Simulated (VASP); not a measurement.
# Se (I4_1/amd) in VASP: notebook

Se is run at these levels: PBE; tasks: single point.

All numbers are computed with VASP 6.6.1; they aren't measurements. Logs are shortened: lines on timing, memory, paths and dates and some standing lists are left out, and cuts for length are marked.

**1. The cell of the first run**

Symmetry: I4_1/amd, No. 141, tetragonal system. The conventional cell has a = 4.962 Å, b = 4.962 Å, c = 4.961 Å, α = 90.00°, β = 90.00°, γ = 90.00°. Within 3.7 Å of Se (site symmetry -4m2) lie 4 Se at 2.77 Å.

**2. Single point, PBE**

File INCAR:

```
SYSTEM = Se
PREC = Accurate
ENCUT = 520
EDIFF = 1E-6
ISMEAR = 0
SIGMA = 0.15
LREAL = .False.
LASPH = .True.
NELM = 60
ALGO = Normal
ISIF = 2
LWAVE = .False.
LCHARG = .True.
GGA = PE
LELF = .True.
LVHAR = .True.
NBANDS = 13
```

File KPOINTS:

```
Automatic mesh
0
Gamma
  14 14 14
  0 0 0
```

File POSCAR:

```
Se
1.0
    0.0000000000      3.5085064713      2.4805140752
    3.5085064713      0.0000000000      2.4805140752
    3.5085064713      3.5085064713      0.0000000000
Se
2
Direct
    0.5000000000      0.5000000000      0.5000000000
    0.7500000000      0.7500000000      0.7500000000
```

Potentials or basis: VASP PAW PBE potentials, release 64 (Se).

On the command line:

```bash
> cat potpaw_PBE.64/Se/POTCAR > POTCAR
> mpirun -np 1 vasp_std > vasp.out
```

OUTCAR:

```text
SYSTEM = Se
   PREC = Accurate
   ENCUT = 520
   EDIFF = 1E-6
   ISMEAR = 0
   LREAL = .False.
   LASPH = .True.
   NELM = 60
   ISIF = 2
   GGA = PE

 ion  position               nearest neighbor table
   1  0.500  0.500  0.500-   2 2.77   2 2.77   2 2.77   2 2.77
   2  0.750  0.750  0.750-   1 2.77   1 2.77   1 2.77   1 2.77

  LATTYP: Found a body centered tetragonal cell.
 ALAT       =     4.9617774354
 C/A-ratio  =     0.9998489886

  Lattice vectors:

 A1 = (   0.0000000000,  -3.5085064713,  -2.4805140752)
 A2 = (   0.0000000000,   3.5085064713,  -2.4805140752)
 A3 = (   3.5085064713,   0.0000000000,   2.4805140752)

Analysis of symmetry for initial positions (statically):
=====================================================================
 Subroutine PRICEL returns:
 Original cell was already a primitive cell.

 Routine SETGRP: Setting up the symmetry group for a
 body centered tetragonal supercell.

 Subroutine GETGRP returns: Found 16 space group operations
 (whereof  8 operations were pure point group operations)
 out of a pool of 16 trial point group operations.

The static configuration has the point symmetry D_2d.
 The point group associated with its full space group is D_4h.

Analysis of symmetry for dynamics (positions and initial velocities):
=====================================================================
 Subroutine PRICEL returns:
 Original cell was already a primitive cell.

 Routine SETGRP: Setting up the symmetry group for a
 body centered tetragonal supercell.

 Subroutine GETGRP returns: Found 16 space group operations
 (whereof  8 operations were pure point group operations)
 out of a pool of 16 trial point group operations.

The dynamic configuration has the point symmetry D_2d.
 The point group associated with its full space group is D_4h.

 Subroutine INISYM returns: Found 16 space group operations
 (whereof  8 operations are pure point group operations),
 and found     1 'primitive' translations

----------------------------------------------------------------------------------------

                                     Primitive cell

  volume of cell :      61.0684

  direct lattice vectors                    reciprocal lattice vectors
     0.000000000  3.508506471  2.480514075    -0.142510782  0.142510782  0.201571120
     3.508506471  0.000000000  2.480514075     0.142510782 -0.142510782  0.201571120
     3.508506471  3.508506471  0.000000000     0.142510782  0.142510782 -0.201571120

  length of vectors
     4.296809018  4.296809018  4.961777435     0.285043088  0.285043088  0.285043088

  position of ions in fractional coordinates (direct lattice)
     0.500000000  0.500000000  0.500000000
     0.750000000  0.750000000  0.750000000

  ion indices of the primitive-cell ions
   primitive index   ion index
                 1           1
                 2           2

----------------------------------------------------------------------------------------

 KPOINTS: Automatic mesh

Automatic generation of k-mesh.
 Grid dimensions read from file:
 generate k-points for:   14   14   14

 Generating k-lattice:

  Cartesian coordinates                     Fractional coordinates (reciprocal lattice)
    -0.010179342  0.010179342  0.014397937     0.071428571  0.000000000  0.000000000
     0.010179342 -0.010179342  0.014397937     0.000000000  0.071428571  0.000000000
     0.010179342  0.010179342 -0.014397937     0.000000000  0.000000000  0.071428571

  Length of vectors
     0.020360221  0.020360221  0.020360221

  Shift w.r.t. Gamma in fractional coordinates (k-lattice)
     0.000000000  0.000000000  0.000000000

 Subroutine IBZKPT returns following result:
 ===========================================

 Found    244 irreducible k-points:

 Following reciprocal coordinates:
            Coordinates               Weight
  0.000000  0.000000  0.000000      1.000000
  0.071429  0.000000  0.000000      8.000000
  0.142857 -0.000000  0.000000      8.000000
  0.214286 -0.000000  0.000000      8.000000
  0.285714  0.000000  0.000000      8.000000
  0.357143  0.000000  0.000000      8.000000
[... 16 lines left out ...]
  0.214286  0.142857  0.000000      8.000000
  0.285714  0.142857  0.000000      8.000000
 [... further k-points ...]
   k-points           NKPTS =    244   k-points in BZ     NKDIM =    244   number of bands    NBANDS=     13
   number of dos      NEDOS =    301   number of ions     NIONS =      2
   total plane-waves  NPLWV =  40960
   dimension x,y,z NGX =    32 NGY =   32 NGZ =   40
   dimension x,y,z NGXF=    64 NGYF=   64 NGZF=   80
   ions per type =               2
   NGX,Y,Z   is equivalent  to a cutoff of  12.38, 12.38, 13.40 a.u.
   NGXF,Y,Z  is equivalent  to a cutoff of  24.76, 24.76, 26.80 a.u.
 SYSTEM =  Se
   PREC   = accura    normal or accurate (medium, high low for compatibility)
   ISTART =      0    job   : 0-new  1-cont  2-samecut
   ICHARG =      2    charge: 1-file 2-atom 10-const
   ISPIN  =      1    spin polarized calculation?
   LNONCOLLINEAR =      F non collinear calculations
   LSORBIT =      F    spin-orbit coupling
   LASPH  =      T    aspherical Exc in radial PAW
   ENCUT  =  520.0 eV  38.22 Ry    6.18 a.u.   7.99  7.99  9.23*2*pi/ulx,y,z
   NELM   =     60;   NELMIN=  2; NELMDL= -5     # of ELM steps
   EDIFF  = 0.1E-05   stopping-criterion for ELM
   LREAL  =      F    real-space projection
[... 7 lines left out ...]
   TEBEG  =    0.0;   TEEND  =   0.0 temperature during run
   PSTRESS=    0.0 pullay stress
   NELECT =      12.0000    total number of electrons
   NUPDOWN=      -1.0000    fix difference up-down
   EMIN   =  10.00;   EMAX   =-10.00  energy-range for DOS
   EFERMI =   0.00;   METHOD = LEGACY
   ISMEAR =     0;   SIGMA  =   0.15  broadening in eV -4-tet -1-fermi 0-gaus
   EFERMI_NEDOS =   21; number of points for ismear=-14 and -15
   IALGO  =     38    algorithm
   IMIX   =      4    mixing-type and parameters
     AMIX     =   0.40;   BMIX     =  1.00
     AMIX_MAG =   1.60;   BMIX_MAG =  1.00
  volume/ion in A,a.u.               =      30.53       206.05
  Fermi-wavevector in a.u.,A,eV,Ry     =   0.951765  1.798575 12.324933  0.905857
  Thomas-Fermi vector in A             =   2.080266
   LORBIT       =      0    0 simple, 1 ext, 2 COOP (PROOUT), +10 PAW based schemes
   GGA     = PE    functional components
   LHFCALC =     F    Hartree Fock is set to
   AEXX    =    0.0000 exact exchange contribution
   IVDW    =     0    specifies the selected vdW correction
   LEPSILON=     F    determine dielectric tensor
   LRPA    =     F    only Hartree local field effects (RPA)
 non-spin polarized calculation
 Gauss-broadening in eV      SIGMA  =   0.15
  energy-cutoff  :      520.00
  volume of cell :       61.07
 maximum number of plane-waves:      1686
   NGX = 15   NGY = 15   NGZ = 19

 number of electron      12.0000001 magnetization

 Free energy of the ion-electron system (eV)
  ---------------------------------------------------
  ext. energy  EPLUGINS =         0.00000000
  ---------------------------------------------------
  free energy    TOTEN  =        -6.20621730 eV

  energy without entropy =       -6.19084474  energy(sigma->0) =       -6.19853102

 E-fermi :   2.1884     XC(G=0):  -8.4014

 val. band max:        2.1867299722   @ k =  -0.0714   0.1429   0.0714
 cond. band min:       2.1913338111   @ k =   0.2143   0.0714   0.1429
 fundamental gap:      0.0046038389
 Fermi energy:         2.1884226952

 k-point     1 :       0.0000    0.0000    0.0000
  band No.  band energies     occupation
      1     -12.9046      2.00000
      2      -8.1718      2.00000
      3      -1.5330      2.00000
      4      -1.5330      2.00000
      5       0.0599      2.00000
      6       0.9118      2.00000
      7       2.3359      0.16446
      8       2.3359      0.16446
      9       6.9268      0.00000
     10       8.0196      0.00000
     11      10.5416      0.00000
     12      10.7906      0.00000
     13      10.7906      0.00000

 k-point     2 :       0.0714    0.0000    0.0000
  band No.  band energies     occupation
      1     -12.8701      2.00000
      2      -8.2457      2.00000
      3      -1.5847      2.00000
      4      -1.5111      2.00000
      5      -0.0069      2.00000
      6       0.8999      2.00000
      7       2.3762      0.07662
      8       2.3894      0.05813
      9       7.1270      0.00000
     10       8.0431      0.00000
     11      10.1106      0.00000
     12      10.9702      0.00000
     13      11.4343      0.00000

 k-point     3 :       0.1429   -0.0000    0.0000
  band No.  band energies     occupation
      1     -12.7685      2.00000
      2      -8.4526      2.00000
      3      -1.7210      2.00000
      4      -1.4778      2.00000
      5      -0.1939      2.00000
      6       0.9084      2.00000
      7       2.4727      0.00736
      8       2.5690      0.00033
      9       7.6302      0.00000
     10       8.1539      0.00000
     11       9.8145      0.00000
     12      11.4678      0.00000
     13      12.2316      0.00000
[... 305 lines left out ...]
 k-point    23 :       0.2143    0.1429    0.0000
  band No.  band energies     occupation
      1     -12.5427      2.00000
      2      -8.7300      2.00000
      3      -2.1008      2.00000
      4      -2.0800      2.00000
      5       0.0843      2.00000
      6       0.3108      2.00000
      7       2.8276      0.00000
      8       2.9137      0.00000
      9       8.7693      0.00000
     10       9.2653      0.00000
     11      11.3218      0.00000
     12      12.0694      0.00000
     13      12.1649      0.00000

 k-point    24 :       0.2857    0.1429    0.0000
  band No.  band energies     occupation
      1     -12.3544      2.00000
      2      -9.0335      2.00000
      3      -2.2829      2.00000
      4      -2.2376      2.00000
      5       0.0212      2.00000
      6       0.3246      2.00000
      7       2.9643      0.00000
      8       3.2838      0.00000
      9       9.2054      0.00000
     10       9.9179      0.00000
     11      10.9606      0.00000
     12      11.7669      0.00000
     13      12.7787      0.00000

 [... further k-points ...]

------------------------ aborting loop because EDIFF is reached ----------------------------------------

  FORCE on cell =-STRESS in cart. coord.  units (eV):
  Direction    XX          YY          ZZ          XY          YZ          ZX
  --------------------------------------------------------------------------------------
  -------------------------------------------------------------------------------------
  Total       -0.3530295     -0.3530295     -1.5401730      0.0000000     -0.0000000      0.0000000
  in kB       -9.2620127     -9.2620127    -40.4076717      0.0000000     -0.0000000      0.0000000
  external PRESSURE =     -19.6438990 kB  Pullay stress =       0.0000000 kB

 VOLUME and BASIS-vectors are now :
 -----------------------------------------------------------------------------
  energy-cutoff  :      520.00
  volume of cell :       61.07
      direct lattice vectors                 reciprocal lattice vectors
     0.000000000  3.508506471  2.480514075    -0.142510782  0.142510782  0.201571120
     3.508506471  0.000000000  2.480514075     0.142510782 -0.142510782  0.201571120
     3.508506471  3.508506471  0.000000000     0.142510782  0.142510782 -0.201571120

 POSITION                                       TOTAL-FORCE (eV/Angst)
 -----------------------------------------------------------------------------------
      3.50851      3.50851      2.48051        -0.000000     -0.000000     -0.000000
      5.26276      5.26276      3.72077         0.000000      0.000000      0.000000
 -----------------------------------------------------------------------------------
    total drift:                               -0.000000     -0.000000      0.000000

  FREE ENERGIE OF THE ION-ELECTRON SYSTEM (eV)
  ---------------------------------------------------
  free  energy   TOTEN  =        -6.2062172996 eV

  energy  without entropy=       -6.1908447391  energy(sigma->0) =       -6.19853102
```

Run time: 94 s. Hardware: 1 thread of Intel Xeon Platinum 8375C at 2.90GHz (Ice Lake), shared host; peak memory 0.31 GiB.

Results:

```
Free energy            : -6.2062 eV
Pressure               : -2.0 GPa
Band gap on the k mesh : zero (band 6 reaches 2.36 eV, above the bottom of band 7 at 1.69 eV)
```

Stress tensor (GPa, compression positive):
```
-0.93  0.00  0.00
 0.00 -0.93  0.00
 0.00  0.00 -4.04
```

Levels at points of the mesh, in eV from the Fermi level:
| k point | band 3 | band 4 | band 5 | band 6 | band 7 | band 8 | band 9 | band 10 |
| --- | --- | --- | --- | --- | --- | --- | --- | --- |
| (0.00, 0.00, 0.00) | -3.72 | -3.72 | -2.13 | -1.28 | 0.15 | 0.15 | 4.74 | 5.83 |
| (0.50, 0.00, 0.00) | -4.54 | -4.12 | -3.20 | 0.01 | 0.50 | 1.23 | 7.17 | 7.69 |
| (0.50, 0.50, 0.00) | -5.43 | -5.43 | -2.11 | -2.11 | 2.58 | 2.58 | 6.86 | 6.86 |
| (0.50, 0.00, 0.50) | -4.02 | -4.02 | -1.71 | -1.71 | 1.24 | 1.24 | 5.62 | 5.62 |

**3. Single point, PBE**

This run uses another cell than the first one, of the same volume but with other edges.

File INCAR:

```
SYSTEM = Se
PREC = Accurate
ENCUT = 520
EDIFF = 1E-7
ISMEAR = 0
SIGMA = 0.15
LREAL = .FALSE.
LASPH = .TRUE.
NELM = 80
ALGO = Normal
ISIF = 2
LWAVE = .FALSE.
LCHARG = .TRUE.
GGA = PE
LELF = .TRUE.
LVHAR = .TRUE.
NBANDS = 13
```

File KPOINTS:

```
regular mesh
0
G
  14 14 14
  0 0 0
```

File POSCAR:

```
Se
1.0
    0.0000000000      2.7847034317      3.9375706525
    2.7847034317      0.0000000000      3.9375706525
    2.7847034317      2.7847034317      0.0000000000
Se
2
Direct
    0.5000000000      0.5000000000      0.5000000000
    0.7500000000      0.7500000000      0.7500000000
```

Potentials or basis: VASP PAW PBE potentials, release 64 (Se).

On the command line:

```bash
> cat potpaw_PBE.64/Se/POTCAR > POTCAR
> mpirun -np 1 vasp_std > vasp.out
```

Run time: 1.7 min. Hardware: 1 thread of Intel Xeon Platinum 8375C at 2.90GHz (Ice Lake), shared host; peak memory 0.3 GiB.

It converged, with:

```
Free energy            : -6.1893 eV
Pressure               : -2.6 GPa
Band gap on the k mesh : zero (band 6 reaches 2.68 eV, above the bottom of band 7 at 1.34 eV)
```

Stress tensor (GPa, compression positive):
```
-2.89  0.00  0.00
 0.00 -2.89  0.00
 0.00  0.00 -1.98
```

Levels at points of the mesh, in eV from the Fermi level:
```tsv
k point	band 2	band 3	band 4	band 5	band 6	band 7	band 8	band 9	band 10	band 11
(0.00, 0.00, 0.00)	-10.50	-4.63	-2.28	-2.28	-0.82	-0.82	0.76	4.79	5.85	7.56
(0.50, 0.00, 0.00)	-12.01	-4.68	-4.18	-2.71	0.38	0.63	0.90	6.59	7.47	8.74
(0.50, 0.50, 0.00)	-13.39	-3.49	-3.49	-1.20	-1.20	1.61	1.61	5.33	5.33	9.48
(0.50, 0.00, 0.50)	-12.92	-4.90	-4.90	-2.28	-2.28	1.52	1.52	5.73	5.73	11.27
```

**4. Single point, PBE**

This run uses another cell than the first one, of the same volume but with other edges.

File INCAR:

```
SYSTEM = Se
  PREC = Accurate
  ENCUT = 520
  EDIFF = 1E-6
  ISMEAR = 0
  SIGMA = 0.15
  LREAL = .FALSE.
  LASPH = .TRUE.
  NELM = 100
  ALGO = Normal
  ISIF = 2
  LWAVE = .FALSE.
  LCHARG = .FALSE.
  GGA = PE
  NBANDS = 13
```

File KPOINTS:

```
Automatic mesh
0
G
  14 14 14
  0 0 0
```

File POSCAR:

```
Se
1.0
    0.0000000000      3.2995580843      2.8046243716
    3.2995580843      0.0000000000      2.8046243716
    3.2995580843      3.2995580843      0.0000000000
Se
2
Direct
    0.5000000000      0.5000000000      0.5000000000
    0.7500000000      0.7500000000      0.7500000000
```

On the command line:

```bash
> cat potpaw_PBE.64/Se/POTCAR > POTCAR
> mpirun -np 1 vasp_std > vasp.out
```

Run time: 83 s. Hardware: 1 thread of Intel Xeon Platinum 8375C at 2.90GHz (Ice Lake), shared host; peak memory 0.3 GiB.

Results (log left out):

```
Free energy            : -6.0543 eV
Pressure               : 0.8 GPa
Band gap on the k mesh : zero (band 6 reaches 2.65 eV, above the bottom of band 7 at 1.63 eV)
```

Stress tensor (GPa, compression positive):
```
 1.70  0.00  0.00
 0.00  1.70  0.00
 0.00  0.00 -1.02
```

Levels at points of the mesh, in eV from the Fermi level:
```
           k point  band 2  band 3  band 4  band 5  band 6  band 7  band 8  band 9  band 10  band 11
(0.00, 0.00, 0.00)  -10.21   -3.74   -3.74   -2.87   -1.19   -0.45   -0.45    4.47     6.63     8.38
(0.50, 0.00, 0.00)  -12.12   -4.54   -4.19   -3.76    0.22    0.38    1.63    6.96     6.97     8.03
(0.50, 0.50, 0.00)  -13.23   -5.37   -5.37   -2.19   -2.19    2.45    2.45    6.61     6.61     9.84
(0.50, 0.00, 0.50)  -13.39   -4.69   -4.69   -1.84   -1.84    1.90    1.90    5.89     5.89    10.00
```

**5. Single point, PBE**

This run uses another cell than the first one, of the same volume but with other edges.

File INCAR:

```
ALGO = Normal
EDIFF = 1E-7
ENCUT = 520
GGA = PE
ISIF = 2
ISMEAR = 0
LASPH = T
LCHARG = F
LREAL = F
LWAVE = F
NBANDS = 13
NELM = 60
PREC = Accurate
SIGMA = 0.15
```

File KPOINTS:

```
k-points
0
Gamma
  14 14 14
```

File POSCAR:

```
Se
1.0
    0.0000000000      2.9412707530      3.5295249036
    2.9412707530      0.0000000000      3.5295249036
    2.9412707530      2.9412707530      0.0000000000
Se
2
Direct
    0.5000000000      0.5000000000      0.5000000000
    0.7500000000      0.7500000000      0.7500000000
```

On the command line:

```bash
> cat potpaw_PBE.64/Se/POTCAR > POTCAR
> mpirun -np 1 vasp_std > vasp.out
```

Run time: 1.8 min. Hardware: 1 thread of Intel Xeon Platinum 8375C at 2.90GHz (Ice Lake), shared host; peak memory 0.3 GiB.

The run converged. Its results:

```yaml
Free_energy: -6.0758 eV
Pressure: 0.5 GPa
Band_gap_on_the_k_mesh: zero (band 6 reaches 2.67 eV, above the bottom of band 7 at 1.36 eV)
```

Stress tensor (GPa, compression positive):
```
-0.64  0.00  0.00
 0.00 -0.64  0.00
 0.00  0.00  2.64
```

Levels at points of the mesh, in eV from the Fermi level:
```csv
k point,band 2,band 3,band 4,band 5,band 6,band 7,band 8,band 9,band 10,band 11
"(0.00, 0.00, 0.00)",-10.26,-4.22,-3.02,-3.02,-0.96,-0.96,-0.10,4.48,6.39,8.13
"(0.50, 0.00, 0.00)",-12.12,-4.63,-4.21,-3.60,0.26,0.41,1.52,6.72,7.02,8.20
"(0.50, 0.50, 0.00)",-13.48,-4.38,-4.38,-1.58,-1.58,1.91,1.91,5.68,5.68,9.59
"(0.50, 0.00, 0.50)",-13.25,-5.14,-5.14,-2.17,-2.17,2.05,2.05,6.14,6.14,10.30
```

**6. Summary**

| cell | gap on the mesh (eV) | pressure (GPa) |
| --- | --- | --- |
| a = 4.297, b = 4.297, c = 4.962 Å, angles 54.7, 54.7, 70.5°, 2 atoms | none | -2.0 |
| a = 4.823, b = 4.823, c = 3.938 Å, angles 65.9, 65.9, 48.2°, 2 atoms | none | -2.6 |
| a = 4.330, b = 4.330, c = 4.666 Å, angles 57.4, 57.4, 65.2°, 2 atoms | none | 0.8 |
| a = 4.594, b = 4.594, c = 4.160 Å, angles 63.1, 63.1, 53.8°, 2 atoms | none | 0.5 |

Alike in all rows: task single point; level PBE; potentials or basis VASP PAW PBE potentials, release 64 (Se); no spin polarisation; k mesh 14 × 14 × 14; cutoff (eV) 520; smearing gaussian 0.15 eV.

Absolute energies hang on the potentials; compare differences alone.
